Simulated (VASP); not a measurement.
# InSe (P6_3/mmc) in VASP: single point with LDA

Aim: the single point of InSe with LDA.

Everything below comes from runs of VASP 6.6.1. Logs are shortened: lines on timing, memory, paths and dates and some standing lists are left out, and cuts for length are marked.

## (1) The cell of the first run

Symmetry: P6_3/mmc, No. 194, hexagonal system. The conventional cell has a = 3.966 Å, b = 3.966 Å, c = 16.459 Å, α = 90.00°, β = 90.00°, γ = 120.00°. Within 3.5 Å of In (site symmetry 3m) lie 3 Se at 2.62 Å and 1 In at 2.74 Å. Within 3.5 Å of Se (site symmetry 3m) lie 3 In at 2.62 Å.

## (2) Single point, LDA

INCAR

```
SYSTEM = InSe
PREC = Accurate
ENCUT = 520
EDIFF = 1E-6
ISMEAR = 0
SIGMA = 0.01
LREAL = .FALSE.
LASPH = .TRUE.
NELM = 60
ALGO = Normal
ISIF = 2
LWAVE = .FALSE.
LCHARG = .FALSE.
NBANDS = 48
```

KPOINTS

```
Automatic mesh
0
G
  12 12 4
  0 0 0
```

POSCAR

```
InSe
1.0
    3.9663366903     -0.0000000028      0.0000000000
   -1.9831683427      3.4349483352      0.0000000000
    0.0000000000      0.0000000000     16.4589369488
In Se
4 4
Direct
    0.3333333333      0.6666666667      0.3333094185
    0.6666666667      0.3333333333      0.8333094185
    0.6666666667      0.3333333333      0.6666905815
    0.3333333333      0.6666666667      0.1666905815
    0.3333333333      0.6666666667      0.5894530025
    0.6666666667      0.3333333333      0.0894530025
    0.6666666667      0.3333333333      0.4105469975
    0.3333333333      0.6666666667      0.9105469975
```

Potentials or basis: VASP PAW LDA potentials, release 64 (In_d, Se).

Run with:

```bash
> cat potpaw_LDA.64/In_d/POTCAR potpaw_LDA.64/Se/POTCAR > POTCAR
> mpirun -np 1 vasp_std > vasp.out
```

OUTCAR:

```text
SYSTEM = InSe
   PREC = Accurate
   ENCUT = 520
   EDIFF = 1E-6
   ISMEAR = 0
   LREAL = .FALSE.
   LASPH = .TRUE.
   NELM = 60
   ISIF = 2

 ion  position               nearest neighbor table
   1  0.333  0.667  0.333-   7 2.62   7 2.62   7 2.62   4 2.74
   2  0.667  0.333  0.833-   8 2.62   8 2.62   8 2.62   3 2.74
   3  0.667  0.333  0.667-   5 2.62   5 2.62   5 2.62   2 2.74
   4  0.333  0.667  0.167-   6 2.62   6 2.62   6 2.62   1 2.74
   5  0.333  0.667  0.589-   3 2.62   3 2.62   3 2.62
   6  0.667  0.333  0.089-   4 2.62   4 2.62   4 2.62
   7  0.667  0.333  0.411-   1 2.62   1 2.62   1 2.62
   8  0.333  0.667  0.911-   2 2.62   2 2.62   2 2.62

  LATTYP: Found a hexagonal cell.
 ALAT       =     3.9663366903
 C/A-ratio  =     4.1496570347

  Lattice vectors:

 A1 = (   3.9663366903,  -0.0000000028,   0.0000000000)
 A2 = (  -1.9831683427,   3.4349483352,   0.0000000000)
 A3 = (   0.0000000000,   0.0000000000,  16.4589369488)

Analysis of symmetry for initial positions (statically):
=====================================================================
 Subroutine PRICEL returns:
 Original cell was already a primitive cell.

 Routine SETGRP: Setting up the symmetry group for a
 hexagonal supercell.

 Subroutine GETGRP returns: Found 24 space group operations
 (whereof 12 operations were pure point group operations)
 out of a pool of 24 trial point group operations.

The static configuration has the point symmetry D_3d.
 The point group associated with its full space group is D_6h.

Analysis of symmetry for dynamics (positions and initial velocities):
=====================================================================
 Subroutine PRICEL returns:
 Original cell was already a primitive cell.

 Routine SETGRP: Setting up the symmetry group for a
 hexagonal supercell.

 Subroutine GETGRP returns: Found 24 space group operations
 (whereof 12 operations were pure point group operations)
 out of a pool of 24 trial point group operations.

The dynamic configuration has the point symmetry D_3d.
 The point group associated with its full space group is D_6h.

 Subroutine INISYM returns: Found 24 space group operations
 (whereof 12 operations are pure point group operations),
 and found     1 'primitive' translations

----------------------------------------------------------------------------------------

                                     Primitive cell

  volume of cell :     224.2392

  direct lattice vectors                    reciprocal lattice vectors
     3.966336690 -0.000000003  0.000000000     0.252121814  0.145562597  0.000000000
    -1.983168343  3.434948335  0.000000000     0.000000000  0.291125194  0.000000000
     0.000000000  0.000000000 16.458936949     0.000000000  0.000000000  0.060757265

  length of vectors
     3.966336690  3.966336690 16.458936949     0.291125194  0.291125194  0.060757265

  position of ions in fractional coordinates (direct lattice)
     0.333333333  0.666666667  0.333309419
     0.666666667  0.333333333  0.833309419
     0.666666667  0.333333333  0.666690581
     0.333333333  0.666666667  0.166690581
     0.333333333  0.666666667  0.589453003
     0.666666667  0.333333333  0.089453003
     0.666666667  0.333333333  0.410546997
     0.333333333  0.666666667  0.910546997

  ion indices of the primitive-cell ions
   primitive index   ion index
                 1           1
                 2           2
                 3           3
                 4           4
                 5           5
                 6           6
                 7           7
                 8           8

----------------------------------------------------------------------------------------

 KPOINTS: Automatic mesh

Automatic generation of k-mesh.
 Grid dimensions read from file:
 generate k-points for:   12   12    4

 Generating k-lattice:

  Cartesian coordinates                     Fractional coordinates (reciprocal lattice)
     0.021010151  0.012130216  0.000000000     0.083333333 -0.000000000  0.000000000
     0.000000000  0.024260433  0.000000000     0.000000000  0.083333333  0.000000000
     0.000000000  0.000000000  0.015189316     0.000000000  0.000000000  0.250000000

  Length of vectors
     0.024260433  0.024260433  0.015189316

  Shift w.r.t. Gamma in fractional coordinates (k-lattice)
     0.000000000  0.000000000  0.000000000

 Subroutine IBZKPT returns following result:
 ===========================================

 Found     57 irreducible k-points:

 Following reciprocal coordinates:
            Coordinates               Weight
  0.000000  0.000000  0.000000      1.000000
  0.083333  0.000000  0.000000      6.000000
  0.166667  0.000000  0.000000      6.000000
  0.250000  0.000000  0.000000      6.000000
  0.333333  0.000000  0.000000      6.000000
  0.416667  0.000000  0.000000      6.000000
[... 16 lines left out ...]
  0.250000  0.000000  0.250000     12.000000
  0.333333  0.000000  0.250000     12.000000
 [... further k-points ...]
   k-points           NKPTS =     57   k-points in BZ     NKDIM =     57   number of bands    NBANDS=     48
   number of dos      NEDOS =    301   number of ions     NIONS =      8
   total plane-waves  NPLWV = 113400
   dimension x,y,z NGX =    30 NGY =   30 NGZ =  126
   dimension x,y,z NGXF=    60 NGYF=   60 NGZF=  252
   ions per type =               4   4
   NGX,Y,Z   is equivalent  to a cutoff of  12.57, 12.57, 12.73 a.u.
   NGXF,Y,Z  is equivalent  to a cutoff of  25.15, 25.15, 25.45 a.u.
 SYSTEM =  InSe
   PREC   = accura    normal or accurate (medium, high low for compatibility)
   ISTART =      0    job   : 0-new  1-cont  2-samecut
   ICHARG =      2    charge: 1-file 2-atom 10-const
   ISPIN  =      1    spin polarized calculation?
   LNONCOLLINEAR =      F non collinear calculations
   LSORBIT =      F    spin-orbit coupling
   LASPH  =      T    aspherical Exc in radial PAW
   ENCUT  =  520.0 eV  38.22 Ry    6.18 a.u.   7.37  7.37 30.60*2*pi/ulx,y,z
   NELM   =     60;   NELMIN=  2; NELMDL= -5     # of ELM steps
   EDIFF  = 0.1E-05   stopping-criterion for ELM
   LREAL  =      F    real-space projection
   EDIFFG = 0.1E-04   stopping-criterion for IOM
   NSW    =      0    number of steps for IOM
   IBRION =     -1    ionic relax: 0-MD 1-quasi-New 2-CG
   NFREE  =      0    steps in history (QN), initial steepest desc. (CG)
   ISIF   =      2    stress and relaxation
   ISYM   =      2    0-nonsym 1-usesym 2-fastsym
   POTIM  = 0.5000    time-step for ionic-motion
   TEBEG  =    0.0;   TEEND  =   0.0 temperature during run
   PSTRESS=    0.0 pullay stress
   NELECT =      76.0000    total number of electrons
   NUPDOWN=      -1.0000    fix difference up-down
   EMIN   =  10.00;   EMAX   =-10.00  energy-range for DOS
   EFERMI =   0.00;   METHOD = LEGACY
   ISMEAR =     0;   SIGMA  =   0.01  broadening in eV -4-tet -1-fermi 0-gaus
   EFERMI_NEDOS =   21; number of points for ismear=-14 and -15
   IALGO  =     38    algorithm
   IMIX   =      4    mixing-type and parameters
     AMIX     =   0.40;   BMIX     =  1.00
     AMIX_MAG =   1.60;   BMIX_MAG =  1.00
  volume/ion in A,a.u.               =      28.03       189.16
  Fermi-wavevector in a.u.,A,eV,Ry     =   1.141411  2.156955 17.725939  1.302820
  Thomas-Fermi vector in A             =   2.278112
   LORBIT       =      0    0 simple, 1 ext, 2 COOP (PROOUT), +10 PAW based schemes
   GGA     = CA    functional components
   LHFCALC =     F    Hartree Fock is set to
   AEXX    =    0.0000 exact exchange contribution
   IVDW    =     0    specifies the selected vdW correction
   LEPSILON=     F    determine dielectric tensor
   LRPA    =     F    only Hartree local field effects (RPA)
 non-spin polarized calculation
 Gauss-broadening in eV      SIGMA  =   0.01
  energy-cutoff  :      520.00
  volume of cell :      224.24
 maximum number of plane-waves:      6103
 NGX is ok and might be reduce to    30
   NGX = 15   NGY = 15   NGZ = 61

 number of electron      75.9999982 magnetization

 Free energy of the ion-electron system (eV)
  ---------------------------------------------------
  ext. energy  EPLUGINS =         0.00000000
  ---------------------------------------------------
  free energy    TOTEN  =       -33.33016548 eV

  energy without entropy =      -33.33016548  energy(sigma->0) =      -33.33016548

 E-fermi :   4.4594     XC(G=0):  -9.4517

 val. band max:        4.3836478213   @ k =   0.0000   0.0000   0.0000
 cond. band min:       4.6798988497   @ k =   0.0000   0.0000   0.0000
 fundamental gap:      0.2962510284
 Fermi energy:         4.4594336422

 k-point     1 :       0.0000    0.0000    0.0000
  band No.  band energies     occupation
      1     -10.5008      2.00000
      2     -10.5000      2.00000
      3     -10.2812      2.00000
      4     -10.2812      2.00000
      5     -10.2806      2.00000
      6     -10.2806      2.00000
[... 40 lines left out ...]
     47       9.4243      0.00000
     48       9.7314      0.00000

 k-point     2 :       0.0833    0.0000    0.0000
  band No.  band energies     occupation
      1     -10.5008      2.00000
      2     -10.5002      2.00000
      3     -10.3181      2.00000
      4     -10.3109      2.00000
      5     -10.2801      2.00000
      6     -10.2795      2.00000
[... 40 lines left out ...]
     47       9.2776      0.00000
     48       9.5525      0.00000

 k-point     3 :       0.1667    0.0000    0.0000
  band No.  band energies     occupation
      1     -10.5079      2.00000
      2     -10.5063      2.00000
      3     -10.3900      2.00000
      4     -10.3743      2.00000
      5     -10.3251      2.00000
      6     -10.3042      2.00000
[... 40 lines left out ...]
     47       8.8613      0.00000
     48       9.2270      0.00000

 k-point     4 :       0.2500    0.0000    0.0000
  band No.  band energies     occupation
      1     -10.5465      2.00000
      2     -10.5367      2.00000
      3     -10.4303      2.00000
      4     -10.4194      2.00000
      5     -10.4158      2.00000
      6     -10.3929      2.00000
[... 958 lines left out ...]
     47       8.8550      0.00000
     48       9.1449      0.00000

 k-point    23 :       0.2500    0.0000    0.2500
  band No.  band energies     occupation
      1     -10.5451      2.00000
      2     -10.5382      2.00000
      3     -10.4299      2.00000
      4     -10.4243      2.00000
      5     -10.4091      2.00000
      6     -10.3951      2.00000
[... 40 lines left out ...]
     47       8.8750      0.00000
     48       8.9847      0.00000

 k-point    24 :       0.3333    0.0000    0.2500
  band No.  band energies     occupation
      1     -10.6001      2.00000
      2     -10.5911      2.00000
      3     -10.4821      2.00000
      4     -10.4686      2.00000
      5     -10.4341      2.00000
      6     -10.4303      2.00000
[... 40 lines left out ...]
     47       8.7951      0.00000
     48       9.0340      0.00000

 [... further k-points ...]

------------------------ aborting loop because EDIFF is reached ----------------------------------------

  FORCE on cell =-STRESS in cart. coord.  units (eV):
  Direction    XX          YY          ZZ          XY          YZ          ZX
  --------------------------------------------------------------------------------------
  -------------------------------------------------------------------------------------
  Total        0.1950720      0.1950720      0.2036495      0.0000000      0.0000000     -0.0000000
  in kB        1.3937788      1.3937788      1.4550649      0.0000000      0.0000000     -0.0000000
  external PRESSURE =       1.4142075 kB  Pullay stress =       0.0000000 kB

 VOLUME and BASIS-vectors are now :
 -----------------------------------------------------------------------------
  energy-cutoff  :      520.00
  volume of cell :      224.24
      direct lattice vectors                 reciprocal lattice vectors
     3.966336690 -0.000000003  0.000000000     0.252121814  0.145562597  0.000000000
    -1.983168343  3.434948335  0.000000000     0.000000000  0.291125194  0.000000000
     0.000000000  0.000000000 16.458936949     0.000000000  0.000000000  0.060757265

 POSITION                                       TOTAL-FORCE (eV/Angst)
 -----------------------------------------------------------------------------------
      0.00000      2.28997      5.48592        -0.000000     -0.000000     -0.012949
      1.98317      1.14498     13.71539         0.000000     -0.000000     -0.012949
      1.98317      1.14498     10.97302         0.000000     -0.000000      0.012949
      0.00000      2.28997      2.74355         0.000000     -0.000000      0.012949
      0.00000      2.28997      9.70177        -0.000000      0.000000     -0.030218
      1.98317      1.14498      1.47230         0.000000     -0.000000     -0.030218
      1.98317      1.14498      6.75717        -0.000000     -0.000000      0.030218
      0.00000      2.28997     14.98664        -0.000000      0.000000      0.030218
 -----------------------------------------------------------------------------------
    total drift:                               -0.000000      0.000000      0.000000

  FREE ENERGIE OF THE ION-ELECTRON SYSTEM (eV)
  ---------------------------------------------------
  free  energy   TOTEN  =       -33.3301654821 eV

  energy  without entropy=      -33.3301654821  energy(sigma->0) =      -33.33016548
```

Run time: 24 min. Hardware: 1 thread of Intel Xeon 8259CL, shared host; peak memory 0.58 GiB.

What came out:

```
Free energy            : -33.3302 eV
Pressure               : 0.1 GPa
Largest force          : 0.030 eV/Å
Band gap on the k mesh : 0.30 eV
```

Forces on the atoms (eV/Å):
```
In   0.000  0.000 -0.013
In   0.000  0.000 -0.013
In   0.000  0.000  0.013
In   0.000  0.000  0.013
Se   0.000  0.000 -0.030
Se   0.000  0.000 -0.030
Se   0.000  0.000  0.030
Se   0.000  0.000  0.030
```

Caveat: semilocal functionals underestimate gaps, and a narrow one can read as zero; spin-orbit coupling is left out, which moves the levels of the heavy elements. A k mesh can miss the band edges.
